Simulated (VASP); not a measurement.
Write the native input for VASP 6.6.1 that does the following.

| Property | Result |
| --- | --- |
| Task | single point |
| Functional | r2SCAN |
| Potentials or basis | VASP PAW PBE potentials, release 64 (C) |
| Cutoff | 520 eV |
| k mesh | 12 × 12 × 6 |
| Occupations | gaussian, width 0.01 eV |
| Spin | no spin polarisation |
| Dipole correction | no |
| Further INCAR settings | ALGO = Normal; EDIFF = 1e-06; NBANDS = 16 |

Crystal: C.

```
C
1.0
     2.50320    0.00000    0.00000
    -1.25160    2.16783    0.00000
     0.00000    0.00000    4.16887
C
4
Direct
  0.33333 0.66667 0.00023
  0.66667 0.33333 0.50023
  0.33333 0.66667 0.37477
  0.66667 0.33333 0.87477
```

These files were run (other wordings do the same):

POSCAR

```
C
1.0
    2.5031953718      0.0000000000      0.0000000000
   -1.2515976859      2.1678307826      0.0000000000
    0.0000000000      0.0000000000      4.1688692921
C
4
Direct
    0.3333333333      0.6666666667      0.0002313166
    0.6666666667      0.3333333333      0.5002313166
    0.3333333333      0.6666666667      0.3747686834
    0.6666666667      0.3333333333      0.8747686834
```

INCAR.step1

```
ALGO = Normal ; EDIFF = 1E-4
ENCUT = 520 ; GGA = PE
ISMEAR = 0 ; LASPH = T
LCHARG = F ; LREAL = F
LWAVE = T ; NBANDS = 16
NELM = 100 ; PREC = Accurate
SIGMA = 0.01
```

INCAR.step2

```
ALGO = Normal ; EDIFF = 1E-6
ENCUT = 520 ; ISIF = 2
ISMEAR = 0 ; ISTART = 1
LASPH = T ; LCHARG = T
LELF = T ; LMIXTAU = T
LREAL = F ; LVHAR = T
LWAVE = F ; METAGGA = R2SCAN
NBANDS = 16 ; NELM = 100
PREC = Accurate ; SIGMA = 0.01
```

KPOINTS

```
k-points
0
Gamma
  12 12 6
```

Potentials or basis: VASP PAW PBE potentials, release 64 (C).

Command:

```bash
$ cat potpaw_PBE.64/C/POTCAR > POTCAR
$ cp INCAR.step1 INCAR
$ mpirun -np 1 vasp_std > vasp.out
$ cp INCAR.step2 INCAR
$ mpirun -np 1 vasp_std > vasp.out
```

Results of the run:

```json
{"Pressure": "1.0 GPa", "Largest force": "0.010 eV/Å", "Band gap on the k mesh": "3.56 eV, indirect (least direct gap 5.19 eV)"}
```

Caveat: the PAW data sets were made with another functional, which shifts forces and pressure a little.

Wall time 64 s on 1 thread of AMD EPYC 9R14 (Zen 4) (shared host), peak memory 0.11 GiB.
